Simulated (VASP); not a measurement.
# InP (Fm-3m) in VASP: further runs

The runs below take InP through vibrations by perturbation theory, elastic constants, with PBE.

Everything below comes from runs of VASP 6.6.1. Logs are shortened: lines on timing, memory, paths and dates and some standing lists are left out, and cuts for length are marked.

## 1. The cell of the first run

Symmetry: Fm-3m, No. 225, cubic system. Conventional cell: a = 5.127 Å, b = 5.127 Å, c = 5.127 Å, α = 90.00°, β = 90.00°, γ = 90.00°. In (site symmetry m-3m) has 6 P at 2.56 Å within 3.4 Å. Within 3.4 Å of P (site symmetry m-3m) lie 6 In at 2.56 Å.

## 2. Vibrations by perturbation theory, PBE

INCAR

```
SYSTEM = InP
PREC = Accurate
ENCUT = 520
EDIFF = 1E-8
ISMEAR = -1
SIGMA = 0.15
LREAL = .False.
LASPH = .True.
NELM = 60
ALGO = Normal
ISIF = 2
LWAVE = .False.
LCHARG = .False.
GGA = PE
IBRION = 8
NSW = 1
```

KPOINTS

```
Automatic mesh
0
Gamma
  14 14 14
  0 0 0
```

POSCAR

```
InP
1.0
    0.0000000000      2.5634810397      2.5634810397
    2.5634810397      0.0000000000      2.5634810397
    2.5634810397      2.5634810397      0.0000000000
In P
1 1
Direct
    0.0000000000      0.0000000000      0.0000000000
    0.5000000000      0.5000000000      0.5000000000
```

Potentials or basis: VASP PAW PBE potentials, release 64 (In_d, P).

The run is started by

```console
> cat potpaw_PBE.64/In_d/POTCAR potpaw_PBE.64/P/POTCAR > POTCAR
> mpirun -np 1 vasp_std > vasp.out
```

OUTCAR:

```text
SYSTEM = InP
   PREC = Accurate
   ENCUT = 520
   EDIFF = 1E-8
   ISMEAR = -1
   LREAL = .False.
   LASPH = .True.
   NELM = 60
   ISIF = 2
   GGA = PE
   IBRION = 8
   NSW = 1

 ion  position               nearest neighbor table
   1  0.000  0.000  0.000-   2 2.56   2 2.56   2 2.56   2 2.56   2 2.56   2 2.56
   2  0.500  0.500  0.500-   1 2.56   1 2.56   1 2.56   1 2.56   1 2.56   1 2.56

  LATTYP: Found a face centered cubic cell.
 ALAT       =     5.1269620794

  Lattice vectors:

 A1 = (   0.0000000000,   2.5634810397,   2.5634810397)
 A2 = (   2.5634810397,   0.0000000000,   2.5634810397)
 A3 = (   2.5634810397,   2.5634810397,   0.0000000000)

Analysis of symmetry for initial positions (statically):
=====================================================================
 Subroutine PRICEL returns:
 Original cell was already a primitive cell.

 Routine SETGRP: Setting up the symmetry group for a
 face centered cubic supercell.

 Subroutine GETGRP returns: Found 48 space group operations
[... 9 lines left out ...]

 Routine SETGRP: Setting up the symmetry group for a
 face centered cubic supercell.

 Subroutine GETGRP returns: Found 48 space group operations
[... 11 lines left out ...]
                                     Primitive cell

  volume of cell :      33.6915

  direct lattice vectors                    reciprocal lattice vectors
     0.000000000  2.563481040  2.563481040    -0.195047278  0.195047278  0.195047278
     2.563481040  0.000000000  2.563481040     0.195047278 -0.195047278  0.195047278
     2.563481040  2.563481040  0.000000000     0.195047278  0.195047278 -0.195047278

  length of vectors
     3.625309653  3.625309653  3.625309653     0.337831796  0.337831796  0.337831796

  position of ions in fractional coordinates (direct lattice)
     0.000000000  0.000000000  0.000000000
     0.500000000  0.500000000  0.500000000

  ion indices of the primitive-cell ions
   primitive index   ion index
                 1           1
                 2           2

----------------------------------------------------------------------------------------

 KPOINTS: Automatic mesh

Automatic generation of k-mesh.
 Grid dimensions read from file:
 generate k-points for:   14   14   14

 Generating k-lattice:

  Cartesian coordinates                     Fractional coordinates (reciprocal lattice)
    -0.013931948  0.013931948  0.013931948     0.071428571  0.000000000  0.000000000
     0.013931948 -0.013931948  0.013931948     0.000000000  0.071428571  0.000000000
     0.013931948  0.013931948 -0.013931948     0.000000000  0.000000000  0.071428571

  Length of vectors
     0.024130843  0.024130843  0.024130843

  Shift w.r.t. Gamma in fractional coordinates (k-lattice)
     0.000000000  0.000000000  0.000000000

 Subroutine IBZKPT returns following result:
 ===========================================

 Found    104 irreducible k-points:

 Following reciprocal coordinates:
            Coordinates               Weight
  0.000000  0.000000  0.000000      1.000000
  0.071429  0.000000  0.000000      8.000000
  0.142857  0.000000  0.000000      8.000000
  0.214286  0.000000  0.000000      8.000000
  0.285714  0.000000  0.000000      8.000000
  0.357143  0.000000  0.000000      8.000000
[... 16 lines left out ...]
  0.214286  0.142857  0.000000     24.000000
  0.285714  0.142857  0.000000     24.000000
 [... further k-points ...]
   k-points           NKPTS =    104   k-points in BZ     NKDIM =    104   number of bands    NBANDS=     13
   number of dos      NEDOS =    301   number of ions     NIONS =      2
   total plane-waves  NPLWV =  21952
   dimension x,y,z NGX =    28 NGY =   28 NGZ =   28
   dimension x,y,z NGXF=    56 NGYF=   56 NGZF=   56
   ions per type =               1   1
[... 47 lines left out ...]
   NGX = 13   NGY = 13   NGZ = 13

--------------------------------------- Ionic step        1  -------------------------------------------

 number of electron      18.0000005 magnetization

 Free energy of the ion-electron system (eV)
  ---------------------------------------------------
  ext. energy  EPLUGINS =         0.00000000
  ---------------------------------------------------
  free energy    TOTEN  =        -7.28691829 eV

  energy without entropy =       -7.23182145  energy(sigma->0) =       -7.25936987

 E-fermi :  10.2866     XC(G=0): -11.5051

 val. band max:       10.2422255943   @ k =   0.3571   0.0000   0.0000
 cond. band min:      10.3109886447   @ k =  -0.4286   0.3571   0.0000
 fundamental gap:      0.0687630504
 Fermi energy:        10.2865980765

 k-point     1 :       0.0000    0.0000    0.0000
  band No.  band energies     occupation
      1      -4.4109      2.00000
      2      -4.4109      2.00000
      3      -4.3735      2.00000
      4      -4.3735      2.00000
      5      -4.3735      2.00000
      6      -3.7607      2.00000
      7       9.7336      1.95112
      8       9.7336      1.95112
      9       9.7336      1.95112
     10      12.9056      0.00000
     11      17.3568      0.00000
     12      17.3568      0.00000
     13      17.3568      0.00000
[... 354 lines left out ...]
  band No.  band energies     occupation
      1      -4.6136      2.00000
      2      -4.4191      2.00000
      3      -4.4086      2.00000
      4      -4.2989      2.00000
      5      -4.2613      2.00000
      6      -2.4837      2.00000
      7       6.1278      2.00000
      8       8.8210      1.99989
      9       9.3776      1.99534
     10      12.9951      0.00000
     11      15.1485      0.00000
     12      16.5277      0.00000
     13      17.2123      0.00000

 [... further k-points ...]

------------------------ aborting loop because EDIFF is reached ----------------------------------------

  FORCE on cell =-STRESS in cart. coord.  units (eV):
  Direction    XX          YY          ZZ          XY          YZ          ZX
  --------------------------------------------------------------------------------------
  -------------------------------------------------------------------------------------
  Total        6.2926632      6.2926632      6.2926632     -0.0000000     -0.0000000      0.0000000
  in kB      299.2435126    299.2435126    299.2435126     -0.0000000     -0.0000000      0.0000000
  external PRESSURE =     299.2435126 kB  Pullay stress =       0.0000000 kB

 VOLUME and BASIS-vectors are now :
 -----------------------------------------------------------------------------
  energy-cutoff  :      520.00
  volume of cell :       33.69
      direct lattice vectors                 reciprocal lattice vectors
     0.000000000  2.563481040  2.563481040    -0.195047278  0.195047278  0.195047278
     2.563481040  0.000000000  2.563481040     0.195047278 -0.195047278  0.195047278
     2.563481040  2.563481040  0.000000000     0.195047278  0.195047278 -0.195047278

 POSITION                                       TOTAL-FORCE (eV/Angst)
 -----------------------------------------------------------------------------------
      0.00000      0.00000      0.00000        -0.000000     -0.000000     -0.000000
      2.56348      2.56348      2.56348         0.000000      0.000000      0.000000
 -----------------------------------------------------------------------------------
    total drift:                               -0.000000      0.000000      0.000000

  FREE ENERGIE OF THE ION-ELECTRON SYSTEM (eV)
  ---------------------------------------------------
  free  energy   TOTEN  =        -7.2869182897 eV

  energy  without entropy=       -7.2318214483  energy(sigma->0) =       -7.25936987

[... ionic steps 2 to 3 ...]

--------------------------------------- Ionic step        4  -------------------------------------------

------------------------ aborting loop because EDIFF is reached ----------------------------------------

[... ionic steps 5 to 6 ...]

--------------------------------------- Ionic step        7  -------------------------------------------

 Free energy of the ion-electron system (eV)
  ---------------------------------------------------
  ---------------------------------------------------
  free energy    TOTEN  =        -0.04795510 eV

  energy without entropy =       -0.04795509

------------------------ aborting loop because EDIFF is reached ----------------------------------------

 INTERNAL STRAIN TENSOR  FOR ION    2  DIRECTION 1   (eV/Angst):
 -----------------------------------------------------------------------------
    -0.06540 -0.00000  0.00000
    -0.00000  0.03768 -0.00000
     0.00000 -0.00000  0.03768

 INTERNAL STRAIN TENSOR FOR ION    2 for displacements in x,y,z  (eV/Angst):
          X           Y           Z          XY          YZ          ZX
  --------------------------------------------------------------------------------
  x     0.00000     0.00000     0.00000     0.00000     0.00000     0.00000
  y     0.00000     0.00000     0.00000     0.00000     0.00000     0.00000
  z     0.00000     0.00000     0.00000     0.00000     0.00000     0.00000

 SECOND DERIVATIVES (NOT SYMMETRIZED)
 ------------------------------------
               1X          1Y          1Z          2X          2Y          2Z
  1X    -7.260329    0.000000    0.000000    7.260329    0.000000    0.000000
  1Y     0.000000   -7.260329    0.000000    0.000000    7.260329    0.000000
  1Z     0.000000    0.000000   -7.260329    0.000000    0.000000    7.260329
  2X     7.236262    0.000000    0.000000   -7.236262    0.000000    0.000000
  2Y     0.000000    7.236262    0.000000    0.000000   -7.236262    0.000000
  2Z     0.000000    0.000000    7.236262    0.000000    0.000000   -7.236262

 Eigenvectors and eigenvalues of the dynamical matrix
 ----------------------------------------------------

   1 f  =    8.517728 THz    53.518463 2PiTHz  284.120821 cm-1    35.226476 meV
             X         Y         Z           dx          dy          dz
      0.000000  0.000000  0.000000    -0.461527    0.000000    0.000000
      2.563481  2.563481  2.563481     0.887126    0.000000    0.000000
[... 21 lines left out ...]
   6 f/i=    0.005790 THz     0.036378 2PiTHz    0.193127 cm-1     0.023945 meV
             X         Y         Z           dx          dy          dz
      0.000000  0.000000  0.000000     0.002568   -0.265729   -0.846389
      2.563481  2.563481  2.563481     0.001336   -0.138245   -0.440333

--------------------------------------------------------------------------------------------------------

 ELASTIC MODULI CONTR FROM IONIC RELAXATION (kBar)
 Direction    XX          YY          ZZ          XY          YZ          ZX
 --------------------------------------------------------------------------------
 XX           0.0000      0.0000      0.0000      0.0000      0.0000      0.0000
 YY           0.0000      0.0000      0.0000      0.0000      0.0000      0.0000
 ZZ           0.0000      0.0000      0.0000      0.0000      0.0000      0.0000
 XY           0.0000      0.0000      0.0000      0.0000      0.0000      0.0000
 YZ           0.0000      0.0000      0.0000      0.0000      0.0000      0.0000
 ZX           0.0000      0.0000      0.0000      0.0000      0.0000      0.0000
 --------------------------------------------------------------------------------
```

It took 4 min on 1 thread of Intel Xeon Platinum 8488C (Sapphire Rapids), shared host; peak memory 0.37 GiB.

What came out:

* Highest phonon frequency at Γ, LO-TO splitting left out: 284 cm⁻¹

Phonon frequencies in cm⁻¹ (negative: imaginary):
```csv
q point,frequencies
"(0.000, 0.000, 0.000)",0 0 0 284 284 284
```

Caveat: the cell wasn't relaxed at this level first, which shifts response properties; spin-orbit coupling is left out, which moves the levels of the heavy elements.

## 3. Vibrations by perturbation theory, PBE

This run uses another cell than the first one, of 19.32 Å³/atom, 1.147 times its volume.

INCAR

```
  PREC = Accurate
  ENCUT = 520
  EDIFF = 1E-8
  ISMEAR = -1
  SIGMA = 0.15
  LREAL = F
  LASPH = T
  NELM = 60
  ALGO = Normal
  ISIF = 2
  LWAVE = F
  LCHARG = T
  GGA = PE
  IBRION = 8
  NSW = 1
```

KPOINTS

```
regular mesh
0
Gamma
  14 14 14
```

POSCAR

```
InP
1.0
    0.0000000000      2.6833891660      2.6833891660
    2.6833891660      0.0000000000      2.6833891660
    2.6833891660      2.6833891660      0.0000000000
In P
1 1
Direct
    0.0000000000      0.0000000000      0.0000000000
    0.5000000000      0.5000000000      0.5000000000
```

Potentials or basis: VASP PAW PBE potentials, release 64 (In_d, P).

The run is started by

```console
> cat potpaw_PBE.64/In_d/POTCAR potpaw_PBE.64/P/POTCAR > POTCAR
> mpirun -np 1 vasp_std > vasp.out
```

OUTCAR:

```text
PREC = Accurate
   ENCUT = 520
   EDIFF = 1E-8
   ISMEAR = -1
   LREAL = F
   LASPH = T
   NELM = 60
   ISIF = 2
   GGA = PE
   IBRION = 8
   NSW = 1

 ion  position               nearest neighbor table
   1  0.000  0.000  0.000-   2 2.68   2 2.68   2 2.68   2 2.68   2 2.68   2 2.68
   2  0.500  0.500  0.500-   1 2.68   1 2.68   1 2.68   1 2.68   1 2.68   1 2.68

  LATTYP: Found a face centered cubic cell.
 ALAT       =     5.3667783320

  Lattice vectors:

 A1 = (   0.0000000000,   2.6833891660,   2.6833891660)
 A2 = (   2.6833891660,   0.0000000000,   2.6833891660)
 A3 = (   2.6833891660,   2.6833891660,   0.0000000000)

Analysis of symmetry for initial positions (statically):
=====================================================================
 Subroutine PRICEL returns:
 Original cell was already a primitive cell.

 Routine SETGRP: Setting up the symmetry group for a
 face centered cubic supercell.

 Subroutine GETGRP returns: Found 48 space group operations
[... 9 lines left out ...]

[... 601 lines left out ...]
 -----------------------------------------------------------------------------
    -0.05333  0.00000  0.00000
    -0.00000  0.03478 -0.00000
     0.00000 -0.00000  0.03478

 INTERNAL STRAIN TENSOR FOR ION    2 for displacements in x,y,z  (eV/Angst):
          X           Y           Z          XY          YZ          ZX
  --------------------------------------------------------------------------------
  x     0.00000     0.00000     0.00000     0.00000     0.00000     0.00000
  y     0.00000     0.00000     0.00000     0.00000     0.00000     0.00000
  z     0.00000     0.00000     0.00000     0.00000     0.00000     0.00000

 SECOND DERIVATIVES (NOT SYMMETRIZED)
 ------------------------------------
               1X          1Y          1Z          2X          2Y          2Z
  1X    -3.797228    0.000000    0.000000    3.797228    0.000000    0.000000
  1Y     0.000000   -3.797228    0.000000    0.000000    3.797228    0.000000
  1Z     0.000000    0.000000   -3.797228    0.000000    0.000000    3.797228
  2X     3.778919    0.000000    0.000000   -3.778919    0.000000    0.000000
  2Y     0.000000    3.778919    0.000000    0.000000   -3.778919    0.000000
  2Z     0.000000    0.000000    3.778919    0.000000    0.000000   -3.778919

 Eigenvectors and eigenvalues of the dynamical matrix
 ----------------------------------------------------

   1 f  =    6.156311 THz    38.681243 2PiTHz  205.352432 cm-1    25.460445 meV
             X         Y         Z           dx          dy          dz
      0.000000  0.000000  0.000000     0.000000    0.000000   -0.461802
      2.683389  2.683389  2.683389     0.000000    0.000000    0.886983
[... 21 lines left out ...]
   6 f/i=    0.006094 THz     0.038289 2PiTHz    0.203271 cm-1     0.025202 meV
             X         Y         Z           dx          dy          dz
      0.000000  0.000000  0.000000     0.245812   -0.696802   -0.490696
      2.683389  2.683389  2.683389     0.127980   -0.362785   -0.255478

--------------------------------------------------------------------------------------------------------

 ELASTIC MODULI CONTR FROM IONIC RELAXATION (kBar)
 Direction    XX          YY          ZZ          XY          YZ          ZX
 --------------------------------------------------------------------------------
 XX           0.0000      0.0000      0.0000      0.0000      0.0000      0.0000
 YY           0.0000      0.0000      0.0000      0.0000      0.0000      0.0000
 ZZ           0.0000      0.0000      0.0000      0.0000      0.0000      0.0000
 XY           0.0000      0.0000      0.0000      0.0000      0.0000      0.0000
 YZ           0.0000      0.0000      0.0000      0.0000      0.0000      0.0000
 ZX           0.0000      0.0000      0.0000      0.0000      0.0000      0.0000
 --------------------------------------------------------------------------------
```

OSZICAR:

```text
N       E                     dE             d eps       ncg     rms          rms(c)
DAV:   1     0.111119441829E+03    0.11112E+03   -0.88275E+03  2727   0.169E+03
DAV:   2    -0.101638018527E+01   -0.11214E+03   -0.10856E+03  2884   0.341E+02
DAV:   3    -0.800632852770E+01   -0.69899E+01   -0.67777E+01  3551   0.869E+01
DAV:   4    -0.817886416461E+01   -0.17254E+00   -0.17221E+00  3287   0.137E+01
[... 47 lines left out ...]
RMM:   9    -0.477156115804E-01    0.29298E-06    0.54814E-07 12312   0.690E-04    0.310E-04
RMM:  10    -0.477149447828E-01    0.66680E-06   -0.49588E-08 11920   0.252E-04    0.183E-04
RMM:  11    -0.477147973988E-01    0.14738E-06   -0.30938E-07 11937   0.121E-04    0.200E-04
RMM:  12    -0.477149434135E-01   -0.14601E-06    0.15050E-08 11531   0.536E-05    0.310E-05
RMM:  13    -0.477149340928E-01    0.93206E-08   -0.22661E-09 12560   0.247E-05    0.652E-06
 Linear response finished
```

stdout:

```text
POSCAR found type information on POSCAR InP
 POSCAR found :  2 types and       2 ions
 scaLAPACK will be used
 LDA part: xc-table for (Slater+PW92), standard interpolation
 POSCAR, INCAR and KPOINTS ok, starting setup
 FFT: planning ... GRIDC
 FFT: planning ... GRID_SOFT
 FFT: planning ... GRID
 WAVECAR not read
 entering main loop
 Linear response reoptimize wavefunctions to high precision
 Linear response DOF=           2
 Linear response progress:
 first order change of Fermi-energy  -0.56377E-03
 force on displaced ion       1 direction 1 :  -3.797   0.000   0.000
 Linear response progress:
 first order change of Fermi-energy   0.17967E-02
 force on displaced ion       2 direction 1 :  -3.779   0.000   0.000
 Linear response finished
```

It took 3.2 min on 1 thread of Intel Xeon 6975P-C (Granite Rapids), shared host; peak memory 0.38 GiB.

What came out:

```yaml
Highest_phonon_frequency_at_Γ_LO-TO_splitting_left_out: 205 cm⁻¹
```

Phonon frequencies in cm⁻¹ (negative: imaginary):
| q point | frequencies |
| --- | --- |
| (0.000, 0.000, 0.000) | 0 0 0 205 205 205 |

Caveat: the cell wasn't relaxed at this level first, which shifts response properties; spin-orbit coupling is left out, which moves the levels of the heavy elements.

[end of part 1 of 2]
